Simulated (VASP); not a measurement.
**TiSi2: relaxation of cell and atoms with PBEsol**

TiSi2:

```
CELL_PARAMETERS angstrom
0.00000 4.11800 4.26150
2.38650 0.00000 4.26150
2.38650 4.11800 0.00000
ATOMIC_POSITIONS crystal
Ti 0.75000 0.75000 0.75000
Ti 0.50000 0.50000 0.50000
Si 0.08300 0.41700 0.08300
Si 0.41700 0.08300 0.41700
Si 0.16700 0.83300 0.16700
Si 0.83300 0.16700 0.83300
```

- Program: VASP 6.6.1
- Task: relaxation of cell and atoms
- Functional: PBEsol
- Potentials or basis: VASP PAW PBE potentials, release 64 (Ti_sv, Si)
- Cutoff: 600 eV
- k mesh: 10 × 10 × 10
- Occupations: gaussian, width 0.1 eV
- Spin: no spin polarisation
- Dipole correction: no
- Further INCAR settings: ALGO = Normal; EDIFF = 1e-06; IBRION = 2; EDIFFG = -0.005; NSW = 100; ISIF = 3

| Item | Value |
| --- | --- |
| Relaxed volume | 13.80 Å³/atom |
| Relaxed cell | a = 5.899 Å, b = 4.871 Å, c = 4.734 Å, α = 75.76°, β = 53.17°, γ = 51.07° |
| Space group after relaxing (to 0.05 Å) | Fddd (No. 70) |
| Energy gained by relaxing | 2.4 meV/atom |
| Ionic steps | 11 |
| Pressure after relaxing | 0.0 GPa |
| Largest force after relaxing | 0.003 eV/Å |
| Band gap on the k mesh | zero (band 20 reaches 10.96 eV, above the bottom of band 21 at 9.08 eV) |

Forces on the atoms (eV/Å):
```
Ti   0.000  0.000  0.000
Ti   0.000  0.000  0.000
Si   0.000 -0.003  0.000
Si   0.000  0.003  0.000
Si   0.000  0.003  0.000
Si   0.000 -0.003  0.000
```

Step by step:
```csv
step,energy change (eV),largest force (eV/Å),pressure (GPa),volume (Å³)
1,0.0000,0.1719,-1.62,83.76
2,-0.0066,0.1173,1.48,82.06
3,-0.0085,0.1359,0.46,82.60
4,-0.0123,0.0841,0.25,82.68
5,-0.0132,0.0398,0.05,82.75
6,-0.0146,0.0119,-0.06,82.87
7,-0.0146,0.0055,-0.06,82.85
8,-0.0146,0.0062,-0.06,82.85
9,-0.0146,0.0013,0.07,82.78
10,-0.0146,0.0031,0.05,82.81
11,-0.0146,0.0033,0.01,82.81
```

Final structure:
```xyz
6
Lattice="0.0000 4.0917 4.2491 2.3816 0.0000 4.2491 2.3816 4.0917 0.0000" Properties=species:S:1:pos:R:3 pbc="T T T"
Ti    3.5724    6.1375    6.3737
Ti    2.3816    4.0917    4.2491
Si    1.1908    0.7056    2.1246
Si    1.1908    3.3861    2.1246
Si    2.3816    1.3403    4.2491
Si    2.3816    6.8431    4.2491
```

Levels at points of the mesh, in eV from the Fermi level:
| k point | band 16 | band 17 | band 18 | band 19 | band 20 | band 21 | band 22 | band 23 | band 24 |
| --- | --- | --- | --- | --- | --- | --- | --- | --- | --- |
| (0.00, 0.00, 0.00) | -2.54 | -2.29 | -2.02 | -1.76 | -1.38 | -0.94 | 2.09 | 3.18 | 3.45 |
| (0.50, 0.00, 0.00) | -2.47 | -1.96 | -1.08 | -0.03 | 0.15 | 1.04 | 1.40 | 1.74 | 2.29 |
| (0.50, 0.50, 0.00) | -2.98 | -1.56 | -1.56 | -1.00 | -1.00 | 0.77 | 0.77 | 3.30 | 3.30 |
| (0.50, 0.00, 0.50) | -2.39 | -2.37 | -2.37 | -0.86 | -0.86 | 1.31 | 1.31 | 3.36 | 3.36 |
| (0.00, 0.50, 0.50) | -1.25 | -1.17 | -1.17 | -0.64 | -0.64 | 0.87 | 0.87 | 2.34 | 2.34 |

Wall time 38 min on 1 thread of Intel(R) Xeon(R) Platinum 8259CL CPU @ 2.50GHz (Skylake/Cascade Lake), on a shared host, peak memory 0.54 GiB.

Caveat: the PAW data sets were made with another functional, which shifts forces and pressure a little.
